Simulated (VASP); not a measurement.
# Rb (P6_3/mmc) in VASP: notebook

Runs on Rb. Level: PBE. Tasks: relaxation of cell and atoms, single point.

Everything below comes from runs of VASP 6.6.1. Logs are shortened: lines on timing, memory, paths and dates and some standing lists are left out, and cuts for length are marked.

### 1 The cell of the first run

Symmetry: P6_3/mmc, No. 194, hexagonal system. The conventional cell has a = 5.066 Å, b = 5.066 Å, c = 8.208 Å, α = 90.00°, β = 90.00°, γ = 120.00°.

This isn't the form of Rb at room conditions, which is bcc.

### 2 Relaxation of cell and atoms, PBE

Contents of INCAR:

```
SYSTEM = Rb
PREC = Accurate ; ENCUT = 600
EDIFF = 1E-7 ; ISMEAR = -1
SIGMA = 0.08 ; LREAL = .False.
LASPH = .True. ; NELM = 100
ALGO = Normal ; ISIF = 3
LWAVE = .False. ; LCHARG = .False.
GGA = PE ; IBRION = 2
NSW = 60 ; EDIFFG = -0.005
```

Contents of KPOINTS:

```
regular mesh
0
Gamma
  9 9 5
  0 0 0
```

Contents of POSCAR:

```
Rb
1.0
    5.0664732571      0.0000000000      0.0000000000
   -2.5332366285      4.3876945482      0.0000000000
    0.0000000000      0.0000000000      8.2076866765
Rb
2
Direct
    0.3333333333      0.6666666667      0.2500000000
    0.6666666667      0.3333333333      0.7500000000
```

Potentials or basis: VASP PAW PBE potentials, release 64 (Rb_sv).

Launch:

```console
> cat potpaw_PBE.64/Rb_sv/POTCAR > POTCAR
> mpirun -np 1 vasp_std > vasp.out
```

OUTCAR:

```text
SYSTEM = Rb
   PREC = Accurate
   ENCUT = 600
   EDIFF = 1E-7
   ISMEAR = -1
   LREAL = .False.
   LASPH = .True.
   NELM = 100
   ISIF = 3
   GGA = PE
   IBRION = 2
   NSW = 60
   EDIFFG = -0.005

 ion  position               nearest neighbor table
   1  0.333  0.667  0.250-   2 5.04   2 5.04   2 5.04   2 5.04   2 5.04   2 5.04
   2  0.667  0.333  0.750-   1 5.04   1 5.04   1 5.04   1 5.04   1 5.04   1 5.04

  LATTYP: Found a hexagonal cell.
 ALAT       =     5.0664732571
 C/A-ratio  =     1.6200000000

  Lattice vectors:

 A1 = (   5.0664732571,   0.0000000000,   0.0000000000)
 A2 = (  -2.5332366285,   4.3876945482,   0.0000000000)
 A3 = (   0.0000000000,   0.0000000000,   8.2076866765)

Analysis of symmetry for initial positions (statically):
=====================================================================
 Subroutine PRICEL returns:
 Original cell was already a primitive cell.

 Routine SETGRP: Setting up the symmetry group for a
 hexagonal supercell.

 Subroutine GETGRP returns: Found 24 space group operations
 (whereof 12 operations were pure point group operations)
 out of a pool of 24 trial point group operations.

The static configuration has the point symmetry D_3d.
 The point group associated with its full space group is D_6h.

Analysis of symmetry for dynamics (positions and initial velocities):
=====================================================================
 Subroutine PRICEL returns:
 Original cell was already a primitive cell.

 Routine SETGRP: Setting up the symmetry group for a
 hexagonal supercell.

 Subroutine GETGRP returns: Found 24 space group operations
 (whereof 12 operations were pure point group operations)
 out of a pool of 24 trial point group operations.

The dynamic configuration has the point symmetry D_3d.
 The point group associated with its full space group is D_6h.

 Subroutine INISYM returns: Found 24 space group operations
 (whereof 12 operations are pure point group operations),
 and found     1 'primitive' translations

----------------------------------------------------------------------------------------

                                     Primitive cell

  volume of cell :     182.4580

  direct lattice vectors                    reciprocal lattice vectors
     5.066473257  0.000000000  0.000000000     0.197375955  0.113955061  0.000000000
    -2.533236629  4.387694548  0.000000000     0.000000000  0.227910122  0.000000000
     0.000000000  0.000000000  8.207686676     0.000000000  0.000000000  0.121837010

  length of vectors
     5.066473257  5.066473257  8.207686676     0.227910122  0.227910122  0.121837010

  position of ions in fractional coordinates (direct lattice)
     0.333333333  0.666666667  0.250000000
     0.666666667  0.333333333  0.750000000

  ion indices of the primitive-cell ions
   primitive index   ion index
                 1           1
                 2           2

----------------------------------------------------------------------------------------

 KPOINTS: regular mesh

Automatic generation of k-mesh.
 Grid dimensions read from file:
 generate k-points for:    9    9    5

 Generating k-lattice:

  Cartesian coordinates                     Fractional coordinates (reciprocal lattice)
     0.021930662  0.012661673  0.000000000     0.111111111  0.000000000  0.000000000
     0.000000000  0.025323347  0.000000000     0.000000000  0.111111111  0.000000000
     0.000000000  0.000000000  0.024367402     0.000000000  0.000000000  0.200000000

  Length of vectors
     0.025323347  0.025323347  0.024367402

  Shift w.r.t. Gamma in fractional coordinates (k-lattice)
     0.000000000  0.000000000  0.000000000

 Subroutine IBZKPT returns following result:
 ===========================================

 Found     36 irreducible k-points:

 Following reciprocal coordinates:
            Coordinates               Weight
  0.000000  0.000000  0.000000      1.000000
  0.111111 -0.000000  0.000000      6.000000
  0.222222  0.000000  0.000000      6.000000
  0.333333 -0.000000  0.000000      6.000000
  0.444444  0.000000  0.000000      6.000000
  0.111111  0.111111  0.000000      6.000000
[... 16 lines left out ...]
  0.333333  0.222222  0.200000     24.000000
  0.333333  0.333333  0.200000      4.000000
 [... further k-points ...]
   k-points           NKPTS =     36   k-points in BZ     NKDIM =     36   number of bands    NBANDS=     13
   number of dos      NEDOS =    301   number of ions     NIONS =      2
   total plane-waves  NPLWV = 112000
   dimension x,y,z NGX =    40 NGY =   40 NGZ =   70
   dimension x,y,z NGXF=    80 NGYF=   80 NGZF=  140
   ions per type =               2
   NGX,Y,Z   is equivalent  to a cutoff of  13.13, 13.13, 14.18 a.u.
   NGXF,Y,Z  is equivalent  to a cutoff of  26.25, 26.25, 28.36 a.u.
 SYSTEM =  Rb
   PREC   = accura    normal or accurate (medium, high low for compatibility)
   ISTART =      0    job   : 0-new  1-cont  2-samecut
   ICHARG =      2    charge: 1-file 2-atom 10-const
   ISPIN  =      1    spin polarized calculation?
   LNONCOLLINEAR =      F non collinear calculations
   LSORBIT =      F    spin-orbit coupling
   LASPH  =      T    aspherical Exc in radial PAW
   ENCUT  =  600.0 eV  44.10 Ry    6.64 a.u.  10.12 10.12 16.39*2*pi/ulx,y,z
   NELM   =    100;   NELMIN=  2; NELMDL= -5     # of ELM steps
   EDIFF  = 0.1E-06   stopping-criterion for ELM
   LREAL  =      F    real-space projection
   EDIFFG = -.5E-02   stopping-criterion for IOM
   NSW    =     60    number of steps for IOM
   IBRION =      2    ionic relax: 0-MD 1-quasi-New 2-CG
   NFREE  =      1    steps in history (QN), initial steepest desc. (CG)
   ISIF   =      3    stress and relaxation
   ISYM   =      2    0-nonsym 1-usesym 2-fastsym
   POTIM  = 0.5000    time-step for ionic-motion
   TEBEG  =    0.0;   TEEND  =   0.0 temperature during run
   PSTRESS=    0.0 pullay stress
   NELECT =      18.0000    total number of electrons
   NUPDOWN=      -1.0000    fix difference up-down
   EMIN   =  10.00;   EMAX   =-10.00  energy-range for DOS
   EFERMI =   0.00;   METHOD = LEGACY
   ISMEAR =    -1;   SIGMA  =   0.08  broadening in eV -4-tet -1-fermi 0-gaus
   EFERMI_NEDOS =   21; number of points for ismear=-14 and -15
   IALGO  =     38    algorithm
   IMIX   =      4    mixing-type and parameters
     AMIX     =   0.40;   BMIX     =  1.00
     AMIX_MAG =   1.60;   BMIX_MAG =  1.00
  volume/ion in A,a.u.               =      91.23       615.64
  Fermi-wavevector in a.u.,A,eV,Ry     =   0.756446  1.429476  7.785401  0.572211
  Thomas-Fermi vector in A             =   1.854569
   LORBIT       =      0    0 simple, 1 ext, 2 COOP (PROOUT), +10 PAW based schemes
   GGA     = PE    functional components
   LHFCALC =     F    Hartree Fock is set to
   AEXX    =    0.0000 exact exchange contribution
   IVDW    =     0    specifies the selected vdW correction
   LEPSILON=     F    determine dielectric tensor
   LRPA    =     F    only Hartree local field effects (RPA)
 conjugate gradient relaxation of ions
 non-spin polarized calculation
  energy-cutoff  :      600.00
  volume of cell :      182.46
 maximum number of plane-waves:      6116
   NGX = 21   NGY = 21   NGZ = 33

--------------------------------------- Ionic step        1  -------------------------------------------

 number of electron      18.0000000 magnetization

 Free energy of the ion-electron system (eV)
  ---------------------------------------------------
  ext. energy  EPLUGINS =         0.00000000
  ---------------------------------------------------
  free energy    TOTEN  =        -1.89473916 eV

  energy without entropy =       -1.85903233  energy(sigma->0) =       -1.87688574

------------------------ aborting loop because EDIFF is reached ----------------------------------------

  FORCE on cell =-STRESS in cart. coord.  units (eV):
  Direction    XX          YY          ZZ          XY          YZ          ZX
  --------------------------------------------------------------------------------------
  -------------------------------------------------------------------------------------
  Total       -0.0160485     -0.0160485      0.0615428     -0.0000000      0.0000000      0.0000000
  in kB       -0.1409226     -0.1409226      0.5404118     -0.0000000      0.0000000      0.0000000
  external PRESSURE =       0.0861888 kB  Pullay stress =       0.0000000 kB
[... 129 lines left out ...]
  energy  without entropy=       -1.8603314723  energy(sigma->0) =       -1.87776473

--------------------------------------- Ionic step        5  -------------------------------------------

 number of electron      18.0000000 magnetization

 E-fermi :  -0.0015     XC(G=0):  -5.4439

 val. band max:       -0.0962062049   @ k =   0.1111   0.1111   0.2000
 cond. band min:       0.0016190851   @ k =   0.2222   0.0000   0.2000
 fundamental gap:      0.0978252900
 Fermi energy:        -0.0014856955

 k-point     1 :       0.0000    0.0000    0.0000
  band No.  band energies     occupation
      1     -28.9083      2.00000
      2     -28.9049      2.00000
      3     -13.0422      2.00000
      4     -12.9645      2.00000
      5     -12.9645      2.00000
      6     -12.9528      2.00000
      7     -12.9525      2.00000
      8     -12.9525      2.00000
      9      -1.9688      2.00000
     10       0.1035      0.42402
     11       0.6195      0.00085
     12       3.4729      0.00000
     13       3.4729      0.00000
[... 401 lines left out ...]
  energy  without entropy=       -1.8602527261  energy(sigma->0) =       -1.87772827

--------------------------------------- Ionic step        6  -------------------------------------------

 number of electron      18.0000000 magnetization

 Free energy of the ion-electron system (eV)
  ---------------------------------------------------
  ext. energy  EPLUGINS =         0.00000000
  ---------------------------------------------------
  free energy    TOTEN  =        -1.89522559 eV

  energy without entropy =       -1.86035962  energy(sigma->0) =       -1.87779260

 E-fermi :   0.0032     XC(G=0):  -5.4489

 val. band max:       -0.0931878901   @ k =   0.1111   0.1111   0.2000
 cond. band min:       0.0048348570   @ k =   0.2222   0.0000   0.2000
 fundamental gap:      0.0980227471
 Fermi energy:         0.0031887360

 k-point     1 :       0.0000    0.0000    0.0000
  band No.  band energies     occupation
      1     -28.9026      2.00000
      2     -28.8992      2.00000
      3     -13.0368      2.00000
      4     -12.9586      2.00000
      5     -12.9586      2.00000
      6     -12.9470      2.00000
      7     -12.9466      2.00000
      8     -12.9466      2.00000
      9      -1.9669      2.00000
     10       0.1054      0.43594
     11       0.6225      0.00087
     12       3.4811      0.00000
     13       3.4811      0.00000
[... 397 lines left out ...]
  FREE ENERGIE OF THE ION-ELECTRON SYSTEM (eV)
  ---------------------------------------------------
  free  energy   TOTEN  =        -1.8952255854 eV

  energy  without entropy=       -1.8603596206  energy(sigma->0) =       -1.87779260

 reached required accuracy - stopping structural energy minimisation
```

It took 8.6 min on 1 thread of Intel Xeon 8259CL, shared host; peak memory 0.38 GiB.

What came out:

```
Free energy                           : -1.8952 eV
Relaxed volume                        : 91.61 Å³/atom
Relaxed cell                          : a = 5.044 Å, b = 5.044 Å, c = 8.317 Å, α = 90.00°, β = 90.00°, γ = 120.00°
Space group after relaxing (to 0.1 Å) : P6_3/mmc (No. 194)
Energy gained by relaxing             : 0.2 meV/atom
Ionic steps                           : 6
Pressure after relaxing               : 0.0 GPa
Band gap on the k mesh                : zero (bands 9 and 10 overlap by 2.00 eV)
```

The path:
```csv
step,energy change (eV),largest force (eV/Å),pressure (GPa),volume (Å³)
1,0.0000,0.0000,0.01,182.46
2,-0.0001,0.0000,0.01,182.59
3,-0.0003,0.0000,0.00,182.97
4,-0.0005,0.0000,-0.01,183.74
5,-0.0005,0.0000,-0.01,183.61
6,-0.0005,0.0000,-0.01,183.23
```

Final structure:
```
Rb
1.0
     5.04373    0.00000    0.00000
    -2.52187    4.36800    0.00000
     0.00000    0.00000    8.31673
Rb
2
Direct
  0.33333 0.66667 0.25000
  0.66667 0.33333 0.75000
```

Levels at points of the mesh, in eV from the Fermi level:
| k point | band 7 | band 8 | band 9 | band 10 | band 11 | band 12 |
| --- | --- | --- | --- | --- | --- | --- |
| (0.00, 0.00, 0.00) | -12.95 | -12.95 | -1.97 | 0.10 | 0.62 | 3.48 |

### 3 Single point, PBE (76.92 Å³/atom)

This run uses another cell than the first one, of 76.92 Å³/atom.

Contents of INCAR:

```
SYSTEM = Rb
PREC = Accurate
ENCUT = 520
EDIFF = 1E-6
ISMEAR = -1
SIGMA = 0.08
LREAL = .FALSE.
LASPH = .TRUE.
NELM = 60
ALGO = Normal
ISIF = 2
LWAVE = .FALSE.
LCHARG = .TRUE.
GGA = PE
LELF = .TRUE.
LVHAR = .TRUE.
NBANDS = 16
```

Contents of KPOINTS:

```
Automatic mesh
0
G
  9 9 5
  0 0 0
```

Contents of POSCAR:

```
Rb
1.0
    4.7572634577      0.0000000000      0.0000000000
   -2.3786317288      4.1199110068      0.0000000000
    0.0000000000      0.0000000000      7.8488808692
Rb
2
Direct
    0.3333333333      0.6666666667      0.2500000000
    0.6666666667      0.3333333333      0.7500000000
```

Potentials or basis: VASP PAW PBE potentials, release 64 (Rb_sv).

Launch:

```console
> cat potpaw_PBE.64/Rb_sv/POTCAR > POTCAR
> mpirun -np 1 vasp_std > vasp.out
```

OUTCAR:

```text
SYSTEM = Rb
   PREC = Accurate
   ENCUT = 520
   EDIFF = 1E-6
   ISMEAR = -1
   LREAL = .FALSE.
   LASPH = .TRUE.
   NELM = 60
   ISIF = 2
   GGA = PE

 ion  position               nearest neighbor table
   1  0.333  0.667  0.250-   2 4.79   2 4.79   2 4.79   2 4.79   2 4.79   2 4.79
   2  0.667  0.333  0.750-   1 4.79   1 4.79   1 4.79   1 4.79   1 4.79   1 4.79

  LATTYP: Found a hexagonal cell.
 ALAT       =     4.7572634577
 C/A-ratio  =     1.6498730707

  Lattice vectors:

[... 644 lines left out ...]

------------------------ aborting loop because EDIFF is reached ----------------------------------------

  FORCE on cell =-STRESS in cart. coord.  units (eV):
  Direction    XX          YY          ZZ          XY          YZ          ZX
  --------------------------------------------------------------------------------------
  -------------------------------------------------------------------------------------
  Total        0.6262990      0.6262990      0.6306940      0.0000000     -0.0000000      0.0000000
  in kB        6.5228824      6.5228824      6.5686556      0.0000000     -0.0000000      0.0000000
  external PRESSURE =       6.5381401 kB  Pullay stress =       0.0000000 kB

 VOLUME and BASIS-vectors are now :
 -----------------------------------------------------------------------------
  energy-cutoff  :      520.00
  volume of cell :      153.83
      direct lattice vectors                 reciprocal lattice vectors
     4.757263458  0.000000000  0.000000000     0.210204881  0.121361845  0.000000000
    -2.378631729  4.119911007  0.000000000     0.000000000  0.242723690  0.000000000
     0.000000000  0.000000000  7.848880869     0.000000000  0.000000000  0.127406699

 POSITION                                       TOTAL-FORCE (eV/Angst)
 -----------------------------------------------------------------------------------
     -0.00000      2.74661      1.96222        -0.000000      0.000000      0.000000
      2.37863      1.37330      5.88666         0.000000     -0.000000      0.000000
 -----------------------------------------------------------------------------------
    total drift:                               -0.000000      0.000000     -0.000000

  FREE ENERGIE OF THE ION-ELECTRON SYSTEM (eV)
  ---------------------------------------------------
  free  energy   TOTEN  =        -1.8432780242 eV

  energy  without entropy=       -1.8108309232  energy(sigma->0) =       -1.82705447
```

stdout:

```text
POSCAR found type information on POSCAR Rb
 POSCAR found :  1 types and       2 ions
 scaLAPACK will be used
 LDA part: xc-table for (Slater+PW92), standard interpolation
 POSCAR, INCAR and KPOINTS ok, starting setup
 FFT: planning ... GRIDC
 FFT: planning ... GRID_SOFT
 FFT: planning ... GRID
 WAVECAR not read
 entering main loop
```

Wall time 61 s (1 thread of AMD EPYC 9755, shared host); peak memory 0.24 GiB.

Results:

```
Free energy            : -1.8433 eV
Pressure               : 0.7 GPa
Band gap on the k mesh : zero (bands 9 and 10 overlap by 2.11 eV)
```

### 4 Single point, PBE

This run uses another cell than the first one, of 84.24 Å³/atom.

Contents of INCAR:

```
SYSTEM = Rb
PREC = Accurate ; ENCUT = 520
EDIFF = 1E-6 ; ISMEAR = -1
SIGMA = 0.08 ; LREAL = .FALSE.
LASPH = .TRUE. ; NELM = 100
ALGO = Normal ; ISIF = 2
LWAVE = .FALSE. ; LCHARG = .TRUE.
GGA = PE ; LELF = .TRUE.
LVHAR = .TRUE. ; NBANDS = 16
```

KPOINTS is that of step 3.

Contents of POSCAR:

```
Rb
1.0
    4.9037318885      0.0000000000      0.0000000000
   -2.4518659442      4.2467563888      0.0000000000
    0.0000000000      0.0000000000      8.0905351890
Rb
2
Direct
    0.3333333333      0.6666666667      0.2500000000
    0.6666666667      0.3333333333      0.7500000000
```

Launch:

```console
> cat potpaw_PBE.64/Rb_sv/POTCAR > POTCAR
> mpirun -np 1 vasp_std > vasp.out
```

Wall time 54 s (1 thread of AMD EPYC 9755, shared host); peak memory 0.25 GiB.

The run converged. Its results:

| Quantity | Value |
| --- | --- |
| Free energy | -1.8842 eV |
| Pressure | 0.3 GPa |
| Band gap on the k mesh | zero (bands 9 and 10 overlap by 2.05 eV) |

Levels at points of the mesh, in eV from the Fermi level:
| k point | band 7 | band 8 | band 9 | band 10 | band 11 | band 12 |
| --- | --- | --- | --- | --- | --- | --- |
| (0.00, 0.00, 0.00) | -12.90 | -12.90 | -2.09 | 0.08 | 0.67 | 3.54 |

[end of part 1 of 2]

The gap in the log of VASP goes by the Fermi energy; the results here count the filled bands.